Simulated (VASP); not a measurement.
# TaSi2 (Fm-3m) in VASP: further runs, part 2 of 2

VASP 6.6.1.

### Step 5. Relaxation of cell and atoms, PBE

This run uses another cell than the first one, of 20.54 Å³/atom, 1.107 times its volume.

INCAR reads:

```
SYSTEM = TaSi2
PREC     = Accurate       ! precision mode
ENCUT    = 500            ! plane-wave cutoff, eV
EDIFF    = 1E-7           ! SCF threshold, eV
ISMEAR   = 0              ! smearing method
SIGMA    = 0.1            ! smearing width, eV
LREAL    = .False.        ! projectors in reciprocal space
LASPH    = .True.         ! aspherical terms in the spheres
NELM     = 120            ! most SCF steps
ALGO     = Normal         ! electronic algorithm
ISIF     = 3              ! what is computed and relaxed
LWAVE    = .False.        ! write WAVECAR
LCHARG   = .False.        ! write CHGCAR
GGA      = PE             ! functional
IBRION   = 2              ! ionic algorithm
NSW      = 90             ! ionic steps
EDIFFG   = -0.04          ! ionic threshold
GGA_COMPAT= .False.      
NELMIN   = 4
```

KPOINTS reads:

```
Automatic mesh
0
Gamma
  6 6 6
  0 0 0
```

POSCAR reads:

```
TaSi2
1.0
    0.0000000000      3.1347527500      3.1347527500
    3.1347527500      0.0000000000      3.1347527500
    3.1347527500      3.1347527500      0.0000000000
Ta Si
1 2
Direct
    0.0000000000      0.0000000000      0.0000000000
    0.2500000000      0.2500000000      0.2500000000
    0.7500000000      0.7500000000      0.7500000000
```

Potentials or basis: VASP PAW PBE potentials, release 64 (Ta_pv, Si).

On the command line:

```console
$ cat potpaw_PBE.64/Ta_pv/POTCAR potpaw_PBE.64/Si/POTCAR > POTCAR
$ mpirun -np 1 vasp_std > vasp.out
```

OUTCAR:

```text
SYSTEM = TaSi2
   PREC = Accurate
   ENCUT = 500
   EDIFF = 1E-7
   ISMEAR = 0
   LREAL = .False.
   LASPH = .True.
   NELM = 120
   ISIF = 3
   GGA = PE
   IBRION = 2
   NSW = 90
   EDIFFG = -0.04
   NELMIN = 4

 ion  position               nearest neighbor table
   1  0.000  0.000  0.000-   3 2.71   3 2.71   3 2.71   2 2.71   3 2.71   2 2.71   2 2.71   2 2.71

   2  0.250  0.250  0.250-   1 2.71   1 2.71   1 2.71   1 2.71   3 3.13   3 3.13   3 3.13   3 3.13
                             3 3.13   3 3.13
   3  0.750  0.750  0.750-   1 2.71   1 2.71   1 2.71   1 2.71   2 3.13   2 3.13   2 3.13   2 3.13
                             2 3.13   2 3.13

  LATTYP: Found a face centered cubic cell.
 ALAT       =     6.2695055000

  Lattice vectors:

 A1 = (   0.0000000000,   3.1347527500,   3.1347527500)
 A2 = (   3.1347527500,   0.0000000000,   3.1347527500)
 A3 = (   3.1347527500,   3.1347527500,   0.0000000000)

Analysis of symmetry for initial positions (statically):
=====================================================================
 Subroutine PRICEL returns:
 Original cell was already a primitive cell.

 Routine SETGRP: Setting up the symmetry group for a
 face centered cubic supercell.

 Subroutine GETGRP returns: Found 48 space group operations
 (whereof 48 operations were pure point group operations)
 out of a pool of 48 trial point group operations.

The static configuration has the point symmetry O_h .

Analysis of symmetry for dynamics (positions and initial velocities):
=====================================================================
 Subroutine PRICEL returns:
 Original cell was already a primitive cell.

 Routine SETGRP: Setting up the symmetry group for a
 face centered cubic supercell.

 Subroutine GETGRP returns: Found 48 space group operations
 (whereof 48 operations were pure point group operations)
 out of a pool of 48 trial point group operations.

The dynamic configuration has the point symmetry O_h .

 Subroutine INISYM returns: Found 48 space group operations
 (whereof 48 operations are pure point group operations),
 and found     1 'primitive' translations

----------------------------------------------------------------------------------------

                                     Primitive cell

  volume of cell :      61.6084

  direct lattice vectors                    reciprocal lattice vectors
     0.000000000  3.134752750  3.134752750    -0.159502213  0.159502213  0.159502213
     3.134752750  0.000000000  3.134752750     0.159502213 -0.159502213  0.159502213
     3.134752750  3.134752750  0.000000000     0.159502213  0.159502213 -0.159502213

  length of vectors
     4.433209854  4.433209854  4.433209854     0.276265936  0.276265936  0.276265936

  position of ions in fractional coordinates (direct lattice)
     0.000000000  0.000000000  0.000000000
     0.250000000  0.250000000  0.250000000
     0.750000000  0.750000000  0.750000000

  ion indices of the primitive-cell ions
   primitive index   ion index
                 1           1
                 2           2
                 3           3

----------------------------------------------------------------------------------------

 KPOINTS: Automatic mesh

Automatic generation of k-mesh.
 Grid dimensions read from file:
 generate k-points for:    6    6    6

 Generating k-lattice:

  Cartesian coordinates                     Fractional coordinates (reciprocal lattice)
    -0.026583702  0.026583702  0.026583702     0.166666667  0.000000000  0.000000000
     0.026583702 -0.026583702  0.026583702     0.000000000  0.166666667  0.000000000
     0.026583702  0.026583702 -0.026583702     0.000000000  0.000000000  0.166666667

  Length of vectors
     0.046044323  0.046044323  0.046044323

  Shift w.r.t. Gamma in fractional coordinates (k-lattice)
     0.000000000  0.000000000  0.000000000

 Subroutine IBZKPT returns following result:
 ===========================================

 Found     16 irreducible k-points:

 Following reciprocal coordinates:
            Coordinates               Weight
  0.000000  0.000000  0.000000      1.000000
  0.166667  0.000000  0.000000      8.000000
  0.333333  0.000000  0.000000      8.000000
  0.500000  0.000000  0.000000      4.000000
  0.166667  0.166667  0.000000      6.000000
  0.333333  0.166667  0.000000     24.000000
[... 8 lines left out ...]
 -0.333333  0.333333  0.166667     24.000000
 -0.333333  0.500000  0.166667     12.000000
   k-points           NKPTS =     16   k-points in BZ     NKDIM =     16   number of bands    NBANDS=     13
   number of dos      NEDOS =    301   number of ions     NIONS =      3
   total plane-waves  NPLWV =  32768
   dimension x,y,z NGX =    32 NGY =   32 NGZ =   32
   dimension x,y,z NGXF=    64 NGYF=   64 NGZF=   64
   ions per type =               1   2
   NGX,Y,Z   is equivalent  to a cutoff of  12.00, 12.00, 12.00 a.u.
   NGXF,Y,Z  is equivalent  to a cutoff of  24.00, 24.00, 24.00 a.u.
 SYSTEM =  TaSi2
   PREC   = accura    normal or accurate (medium, high low for compatibility)
   ISTART =      0    job   : 0-new  1-cont  2-samecut
   ICHARG =      2    charge: 1-file 2-atom 10-const
   ISPIN  =      1    spin polarized calculation?
   LNONCOLLINEAR =      F non collinear calculations
   LSORBIT =      F    spin-orbit coupling
   LASPH  =      T    aspherical Exc in radial PAW
   ENCUT  =  500.0 eV  36.75 Ry    6.06 a.u.   8.08  8.08  8.08*2*pi/ulx,y,z
   NELM   =    120;   NELMIN=  4; NELMDL= -5     # of ELM steps
   EDIFF  = 0.1E-06   stopping-criterion for ELM
   LREAL  =      F    real-space projection
   EDIFFG = -.4E-01   stopping-criterion for IOM
   NSW    =     90    number of steps for IOM
   IBRION =      2    ionic relax: 0-MD 1-quasi-New 2-CG
   NFREE  =      1    steps in history (QN), initial steepest desc. (CG)
   ISIF   =      3    stress and relaxation
   ISYM   =      2    0-nonsym 1-usesym 2-fastsym
   POTIM  = 0.5000    time-step for ionic-motion
   TEBEG  =    0.0;   TEEND  =   0.0 temperature during run
   PSTRESS=    0.0 pullay stress
   NELECT =      19.0000    total number of electrons
   NUPDOWN=      -1.0000    fix difference up-down
   EMIN   =  10.00;   EMAX   =-10.00  energy-range for DOS
   EFERMI =   0.00;   METHOD = LEGACY
   ISMEAR =     0;   SIGMA  =   0.10  broadening in eV -4-tet -1-fermi 0-gaus
   EFERMI_NEDOS =   21; number of points for ismear=-14 and -15
   IALGO  =     38    algorithm
   IMIX   =      4    mixing-type and parameters
     AMIX     =   0.40;   BMIX     =  1.00
     AMIX_MAG =   1.60;   BMIX_MAG =  1.00
  volume/ion in A,a.u.               =      20.54       138.58
  Fermi-wavevector in a.u.,A,eV,Ry     =   1.106062  2.090154 16.644997  1.223373
  Thomas-Fermi vector in A             =   2.242558
   LORBIT       =      0    0 simple, 1 ext, 2 COOP (PROOUT), +10 PAW based schemes
   GGA     = PE    functional components
   LHFCALC =     F    Hartree Fock is set to
   AEXX    =    0.0000 exact exchange contribution
   IVDW    =     0    specifies the selected vdW correction
   LEPSILON=     F    determine dielectric tensor
   LRPA    =     F    only Hartree local field effects (RPA)
 conjugate gradient relaxation of ions
 non-spin polarized calculation
 Gauss-broadening in eV      SIGMA  =   0.10
  energy-cutoff  :      500.00
  volume of cell :       61.61
 maximum number of plane-waves:      1588
   NGX = 17   NGY = 17   NGZ = 17

--------------------------------------- Ionic step        1  -------------------------------------------

 number of electron      18.9999997 magnetization

 Free energy of the ion-electron system (eV)
  ---------------------------------------------------
  ext. energy  EPLUGINS =         0.00000000
  ---------------------------------------------------
  free energy    TOTEN  =       -21.21468027 eV

  energy without entropy =      -21.20627705  energy(sigma->0) =      -21.21047866

------------------------ aborting loop because EDIFF is reached ----------------------------------------

  FORCE on cell =-STRESS in cart. coord.  units (eV):
  Direction    XX          YY          ZZ          XY          YZ          ZX
  --------------------------------------------------------------------------------------
  -------------------------------------------------------------------------------------
  Total       -3.6632563     -3.6632563     -3.6632563     -0.0000000     -0.0000000     -0.0000000
  in kB      -95.2660183    -95.2660183    -95.2660183     -0.0000000     -0.0000000     -0.0000000
  external PRESSURE =     -95.2660183 kB  Pullay stress =       0.0000000 kB
[... 59 lines left out ...]
  energy  without entropy=      -21.2544583730  energy(sigma->0) =      -21.26150624

--------------------------------------- Ionic step        3  -------------------------------------------

 number of electron      19.0000000 magnetization

 Free energy of the ion-electron system (eV)
  ---------------------------------------------------
  ext. energy  EPLUGINS =         0.00000000
  ---------------------------------------------------
  free energy    TOTEN  =       -21.40620177 eV

  energy without entropy =      -21.39563541  energy(sigma->0) =      -21.40091859

 E-fermi :   6.4558     XC(G=0): -10.7095

 val. band max:        6.4507739260   @ k =   0.1667   0.1667   0.0000
 cond. band min:       6.5548875639   @ k =  -0.3333   0.3333   0.0000
 fundamental gap:      0.1041136379
 Fermi energy:         6.4557854721

 k-point     1 :       0.0000    0.0000    0.0000
  band No.  band energies     occupation
      1     -27.9012      2.00000
      2     -27.9012      2.00000
      3     -27.9012      2.00000
      4      -4.9278      2.00000
      5       2.4750      2.00000
      6       2.4750      2.00000
      7       2.4750      2.00000
      8       3.5733      2.00000
      9       6.1651      1.99996
     10       6.1652      1.99996
     11       9.8609      0.00000
     12       9.8609      0.00000
     13       9.8609      0.00000
[... 268 lines left out ...]
  FREE ENERGIE OF THE ION-ELECTRON SYSTEM (eV)
  ---------------------------------------------------
  free  energy   TOTEN  =       -21.4062017717 eV

  energy  without entropy=      -21.3956354052  energy(sigma->0) =      -21.40091859

 reached required accuracy - stopping structural energy minimisation
```

It took 38 s on 1 thread of Intel Xeon 6975P-C, shared host; peak memory 0.19 GiB.

Results:

```
Free energy                            : -21.4062 eV
Relaxed volume                         : 18.58 Å³/atom
Relaxed cell                           : a = 4.288 Å, b = 4.288 Å, c = 4.288 Å, α = 60.00°, β = 60.00°, γ = 60.00°
Space group after relaxing (to 0.05 Å) : Fm-3m (No. 225)
Energy gained by relaxing              : 63.8 meV/atom
Ionic steps                            : 3
Pressure after relaxing                : -0.1 GPa
```

Step by step:
```
step  energy change (eV)  largest force (eV/Å)  pressure (GPa)  volume (Å³)
   1              0.0000                0.0000           -9.53        61.61
   2             -0.0539                0.0000           10.77        51.35
   3             -0.1915                0.0000           -0.09        55.75
```

Final structure:
```cif
data_structure
_symmetry_space_group_name_H-M 'P 1'
_symmetry_Int_Tables_number 1
_cell_length_a 4.2879
_cell_length_b 4.2879
_cell_length_c 4.2879
_cell_angle_alpha 60.000
_cell_angle_beta 60.000
_cell_angle_gamma 60.000
_cell_volume 55.75
loop_
_atom_site_label
_atom_site_type_symbol
_atom_site_fract_x
_atom_site_fract_y
_atom_site_fract_z
_atom_site_occupancy
Ta1 Ta 0.00000 0.00000 0.00000 1
Si1 Si 0.25000 0.25000 0.25000 1
Si2 Si 0.75000 0.75000 0.75000 1
```

Levels at points of the mesh, in eV from the Fermi level:
```tsv
k point	band 8	band 9	band 10	band 11	band 12	band 13
(0.00, 0.00, 0.00)	-2.88	-0.29	-0.29	3.41	3.41	3.41
(0.50, 0.00, 0.00)	-1.66	-0.30	-0.30	0.46	0.46	0.68
(0.50, 0.50, 0.00)	-2.77	-0.79	-0.49	-0.49	1.18	5.35
```

Caveat: spin-orbit coupling is left out, which moves the levels of the heavy elements.

### Step 6. Summary

```csv
task,cell,k mesh,cutoff (eV),gap on the mesh (eV),pressure (GPa)
single point,"a = 4.285 Å, angles 60.0°, 3 atoms",14 × 14 × 14,520,none,0.1
single point,"a = 4.287 Å, angles 60.0°, 3 atoms",6 × 6 × 6,500,none,0.0
single point,"a = 4.433 Å, angles 60.0°, 3 atoms",6 × 6 × 6,500,none,-9.5
relaxation of cell and atoms,"relaxed from a = 4.433 Å, angles 60.0°, 3 atoms",6 × 6 × 6,500,none,-0.1
```

Alike in all rows: level PBE; potentials or basis VASP PAW PBE potentials, release 64 (Ta_pv, Si); no spin polarisation; smearing gaussian 0.1 eV.

Caveats: spin-orbit coupling is left out, which moves the levels of the heavy elements.

Total energies depend on the potentials used, so only differences within one code and one set of settings carry meaning.
